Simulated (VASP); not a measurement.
# BeS (rocksalt type) (Fm-3m) in VASP: further runs, part 2 of 2

VASP 6.6.1.

### Step 3. Single point, PBE (volume scaled by 0.975)

Input file INCAR:

```
PREC = Accurate
ENCUT = 520
EDIFF = 1E-7
ISMEAR = -1
SIGMA = 0.08
LREAL = False
LASPH = True
NELM = 60
ALGO = Normal
ISIF = 2
LWAVE = False
LCHARG = False
GGA = PE
NBANDS = 11
```

Input file KPOINTS:

```
regular mesh
0
Gamma
  13 13 13
```

Input file POSCAR:

```
BeS
1.0
    0.0000000000      2.2950113052      2.2950113052
    2.2950113052      0.0000000000      2.2950113052
    2.2950113052      2.2950113052      0.0000000000
Be S
1 1
Direct
    0.0000000000      0.0000000000      0.0000000000
    0.5000000000      0.5000000000      0.5000000000
```

Potentials or basis: VASP PAW PBE potentials, release 64 (Be, S).

Command:

```bash
$ cat potpaw_PBE.64/Be/POTCAR potpaw_PBE.64/S/POTCAR > POTCAR
$ mpirun -np 1 vasp_std > vasp.out
```

OUTCAR:

```text
PREC = Accurate
   ENCUT = 520
   EDIFF = 1E-7
   ISMEAR = -1
   LREAL = False
   LASPH = True
   NELM = 60
   ISIF = 2
   GGA = PE

 ion  position               nearest neighbor table
   1  0.000  0.000  0.000-   2 2.30   2 2.30   2 2.30   2 2.30   2 2.30   2 2.30
   2  0.500  0.500  0.500-   1 2.30   1 2.30   1 2.30   1 2.30   1 2.30   1 2.30

  LATTYP: Found a face centered cubic cell.
 ALAT       =     4.5900226104

  Lattice vectors:

 A1 = (   0.0000000000,   2.2950113052,   2.2950113052)
 A2 = (   2.2950113052,   0.0000000000,   2.2950113052)
 A3 = (   2.2950113052,   2.2950113052,   0.0000000000)

Analysis of symmetry for initial positions (statically):
=====================================================================
 Subroutine PRICEL returns:
 Original cell was already a primitive cell.

 Routine SETGRP: Setting up the symmetry group for a
 face centered cubic supercell.

 Subroutine GETGRP returns: Found 48 space group operations
 (whereof 48 operations were pure point group operations)
 out of a pool of 48 trial point group operations.

The static configuration has the point symmetry O_h .

Analysis of symmetry for dynamics (positions and initial velocities):
=====================================================================
 Subroutine PRICEL returns:
 Original cell was already a primitive cell.

 Routine SETGRP: Setting up the symmetry group for a
 face centered cubic supercell.

 Subroutine GETGRP returns: Found 48 space group operations
 (whereof 48 operations were pure point group operations)
 out of a pool of 48 trial point group operations.

The dynamic configuration has the point symmetry O_h .

 Subroutine INISYM returns: Found 48 space group operations
 (whereof 48 operations are pure point group operations),
 and found     1 'primitive' translations

----------------------------------------------------------------------------------------

                                     Primitive cell

[... 112 lines left out ...]
  Fermi-wavevector in a.u.,A,eV,Ry     =   1.132340  2.139811 17.445292  1.282193
  Thomas-Fermi vector in A             =   2.269040
   LORBIT       =      0    0 simple, 1 ext, 2 COOP (PROOUT), +10 PAW based schemes
   GGA     = PE    functional components
   LHFCALC =     F    Hartree Fock is set to
   AEXX    =    0.0000 exact exchange contribution
   IVDW    =     0    specifies the selected vdW correction
   LEPSILON=     F    determine dielectric tensor
   LRPA    =     F    only Hartree local field effects (RPA)
 non-spin polarized calculation
  energy-cutoff  :      520.00
  volume of cell :       24.18
 maximum number of plane-waves:       666
   NGX = 13   NGY = 13   NGZ = 13

 number of electron       8.0000000 magnetization

 Free energy of the ion-electron system (eV)
  ---------------------------------------------------
  ext. energy  EPLUGINS =         0.00000000
  ---------------------------------------------------
  free energy    TOTEN  =        -8.88960592 eV

  energy without entropy =       -8.88957748  energy(sigma->0) =       -8.88959170

 E-fermi :   7.5342     XC(G=0): -10.7302

 val. band max:        6.9651385052   @ k =  -0.1538   0.1538   0.0000
 cond. band min:       7.9926849955   @ k =   0.4615   0.4615   0.0000
 fundamental gap:      1.0275464903
 Fermi energy:         7.5341571709

 k-point     1 :       0.0000    0.0000    0.0000
  band No.  band energies     occupation
      1      -8.3894      2.00000
      2       6.6445      1.99997
      3       6.6445      1.99997
      4       6.6445      1.99997
      5      12.5764      0.00000
      6      15.7516      0.00000
      7      15.7516      0.00000
      8      15.7516      0.00000
      9      16.6924      0.00000
     10      16.6924      0.00000
     11      16.6924      0.00000
[... 309 lines left out ...]
 k-point    24 :       0.4615    0.1538    0.0000
  band No.  band energies     occupation
      1      -6.0543      2.00000
      2       0.3302      2.00000
      3       4.7762      2.00000
      4       5.3651      2.00000
      5      10.2019      0.00000
      6      12.8667      0.00000
      7      13.2841      0.00000
      8      17.5578      0.00000
      9      18.3207      0.00000
     10      23.0130      0.00000
     11      23.6717      0.00000

 [... further k-points ...]
[... 5 lines left out ...]
  --------------------------------------------------------------------------------------
  -------------------------------------------------------------------------------------
  Total        0.4227328      0.4227328      0.4227328     -0.0000000      0.0000000      0.0000000
  in kB       28.0150899     28.0150899     28.0150899     -0.0000000      0.0000000      0.0000000
  external PRESSURE =      28.0150899 kB  Pullay stress =       0.0000000 kB

 VOLUME and BASIS-vectors are now :
 -----------------------------------------------------------------------------
  energy-cutoff  :      520.00
  volume of cell :       24.18
      direct lattice vectors                 reciprocal lattice vectors
     0.000000000  2.295011305  2.295011305    -0.217863851  0.217863851  0.217863851
     2.295011305  0.000000000  2.295011305     0.217863851 -0.217863851  0.217863851
     2.295011305  2.295011305  0.000000000     0.217863851  0.217863851 -0.217863851

 POSITION                                       TOTAL-FORCE (eV/Angst)
 -----------------------------------------------------------------------------------
      0.00000      0.00000      0.00000         0.000000      0.000000     -0.000000
      2.29501      2.29501      2.29501        -0.000000      0.000000      0.000000
 -----------------------------------------------------------------------------------
    total drift:                               -0.000000     -0.000000      0.000000

  FREE ENERGIE OF THE ION-ELECTRON SYSTEM (eV)
  ---------------------------------------------------
  free  energy   TOTEN  =        -8.8896059229 eV

  energy  without entropy=       -8.8895774762  energy(sigma->0) =       -8.88959170
```

OSZICAR:

```text
N       E                     dE             d eps       ncg     rms          rms(c)
DAV:   1     0.196146130608E+02    0.19615E+02   -0.40089E+03  1848   0.638E+02
DAV:   2    -0.785229350855E+01   -0.27467E+02   -0.26120E+02  2432   0.115E+02
DAV:   3    -0.895444792603E+01   -0.11022E+01   -0.10998E+01  2407   0.223E+01
DAV:   4    -0.895940098243E+01   -0.49531E-02   -0.49518E-02  2356   0.175E+00
DAV:   5    -0.895942724903E+01   -0.26267E-04   -0.26266E-04  2385   0.119E-01    0.669E+00
DAV:   6    -0.889032779272E+01    0.69099E-01   -0.16313E-01  2115   0.169E+00    0.447E+00
DAV:   7    -0.888935062518E+01    0.97717E-03   -0.62576E-02  2335   0.121E+00    0.156E+00
DAV:   8    -0.888960361368E+01   -0.25299E-03   -0.61112E-03  2135   0.373E-01    0.251E-01
DAV:   9    -0.888959337165E+01    0.10242E-04   -0.15014E-04  2165   0.808E-02    0.508E-02
DAV:  10    -0.888960525071E+01   -0.11879E-04   -0.19001E-05  2187   0.249E-02    0.127E-02
DAV:  11    -0.888960593573E+01   -0.68502E-06   -0.54333E-06  2205   0.122E-02    0.226E-03
DAV:  12    -0.888960592288E+01    0.12847E-07   -0.15113E-07  1934   0.272E-03
   1 F= -.88896059E+01 E0= -.88895917E+01  d E =-.284467E-04
```

stdout:

```text
POSCAR found type information on POSCAR BeS
 POSCAR found :  2 types and       2 ions
 scaLAPACK will be used
 LDA part: xc-table for (Slater+PW92), standard interpolation
 POSCAR, INCAR and KPOINTS ok, starting setup
 FFT: planning ... GRIDC
 FFT: planning ... GRID_SOFT
 FFT: planning ... GRID
 WAVECAR not read
 entering main loop
```

Run time: 13 s. Hardware: 1 thread of Intel Xeon Platinum 8259CL at 2.50GHz (Skylake/Cascade Lake), shared host; peak memory 0.14 GiB.

What came out:

```yaml
Free_energy: -8.8896 eV
Pressure: 2.8 GPa
Band_gap_on_the_k_mesh: 1.03 eV, indirect (least direct gap 4.30 eV)
```

Levels at points of the mesh, in eV from the valence-band top:
```tsv
k point	band 2	band 3	band 4	band 5	band 6	band 7
(0.00, 0.00, 0.00)	-0.32	-0.32	-0.32	5.61	8.79	8.79
```

Caveat: the cell differs from its parent crystal (volume scaled by 0.975). A k mesh can miss the band edges.

### Step 4. Single point, PBE

This run uses another cell than the first one, of 12.40 Å³/atom, 1.053 times its volume.

Input file INCAR:

```
ALGO = Normal
EDIFF = 1E-7
ENCUT = 520
GGA = PE
ISIF = 2
ISMEAR = -1
LASPH = True
LCHARG = True
LELF = True
LREAL = False
LVHAR = True
LWAVE = False
NBANDS = 11
NELM = 100
PREC = Accurate
SIGMA = 0.08
```

Input file KPOINTS:

```
k-points
0
Gamma
  13 13 13
```

Input file POSCAR:

```
BeS
1.0
    0.0000000000      2.3144614809      2.3144614809
    2.3144614809      0.0000000000      2.3144614809
    2.3144614809      2.3144614809      0.0000000000
Be S
1 1
Direct
    0.0000000000      0.0000000000      0.0000000000
    0.5000000000      0.5000000000      0.5000000000
```

Command:

```bash
$ cat potpaw_PBE.64/Be/POTCAR potpaw_PBE.64/S/POTCAR > POTCAR
$ mpirun -np 1 vasp_std > vasp.out
```

Wall time 17 s (1 thread of Intel Xeon Platinum 8259CL at 2.50GHz (Skylake/Cascade Lake), shared host); peak memory 0.14 GiB.

The run converged. Its results:

```yaml
Free_energy: -8.8950 eV
Pressure: -0.1 GPa
Band_gap_on_the_k_mesh: 1.02 eV, indirect (least direct gap 4.18 eV)
```

Levels at points of the mesh, in eV from the valence-band top:
| k point | band 1 | band 2 | band 3 | band 4 | band 5 | band 6 | band 7 | band 8 |
| --- | --- | --- | --- | --- | --- | --- | --- | --- |
| (0.00, 0.00, 0.00) | -15.13 | -0.31 | -0.31 | -0.31 | 5.32 | 8.82 | 8.82 | 8.82 |

### Step 5. Summary

| cell | gap on the mesh (eV) | pressure (GPa) |
| --- | --- | --- |
| a = 3.218 Å, angles 60.0°, 2 atoms | 1.04 | 6.0 |
| a = 3.246 Å, angles 60.0°, 2 atoms | 1.03 | 2.8 |
| a = 3.273 Å, angles 60.0°, 2 atoms | 1.02 | -0.1 |

Alike in all rows: task single point; level PBE; potentials or basis VASP PAW PBE potentials, release 64 (Be, S); no spin polarisation; k mesh 13 × 13 × 13; cutoff (eV) 520; smearing fermi-dirac 0.08 eV.

Total energies depend on the potentials used, so only differences within one code and one set of settings carry meaning.
